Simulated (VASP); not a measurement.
Runs of VASP 6.6.1 on Au. The structure is that of space group I4/mmm (No. 139), or close to it. The cells are those of the table. 

| cell | further INCAR settings | gap on the mesh (eV) | pressure (GPa) |
| --- | --- | --- | --- |
| a = 3.194, b = 3.194, c = 3.437 Å, 2 atoms | ALGO = Fast; EDIFF = 1e-06; NBANDS = 18 | none | -4.5 |
| a = 3.437, b = 3.437, c = 3.125 Å, 2 atoms | ALGO = Fast; EDIFF = 1e-06; NBANDS = 18 | none | -10.9 |
| a = 3.112, b = 3.112, c = 3.535 Å, 2 atoms | ALGO = Fast; EDIFF = 1e-06; NBANDS = 18 | none | (a) |
| a = 3.048, b = 3.048, c = 3.687 Å, 2 atoms | ALGO = Fast; EDIFF = 1e-07; NBANDS = 18 | none | -1.0 |
| a = 3.437, b = 3.437, c = 2.907 Å, 2 atoms | ALGO = Fast; EDIFF = 1e-06; NBANDS = 18 | none | -0.6 |
| a = 3.372, b = 3.372, c = 2.992 Å, 2 atoms | ALGO = Fast; EDIFF = 1e-07; NBANDS = 18 | none | 0.4 |
| a = 3.349, b = 3.349, c = 3.048 Å, 2 atoms | ALGO = Fast; EDIFF = 1e-07; NBANDS = 18 | none | -0.5 |
| a = 3.372, b = 3.372, c = 3.164 Å, 2 atoms | ALGO = Fast; EDIFF = 1e-06; NBANDS = 18 | none | (b) |
| a = 3.177, b = 3.177, c = 3.390 Å, 2 atoms | ALGO = Fast; EDIFF = 1e-06; NBANDS = 18 | none | (c) |

Alike in all rows: task single point; level PBEsol; potentials or basis VASP PAW PBE potentials, release 64 (Au); no spin polarisation; k mesh 16 × 16 × 16; cutoff (eV) 520; smearing gaussian 0.1 eV.

Fill in the values left out.

(a) -0.9; (b) -8.0; (c) -0.7.

Caveats: the PAW data sets were made with another functional, which shifts forces and pressure a little; spin-orbit coupling is left out, which moves the levels of the heavy elements; the cell stands under tension (at least some runs).

A k mesh can miss the band edges, and the runs leave out spin-orbit coupling on Au.

A gap of «none» marks levels without a gap at the run's occupations.
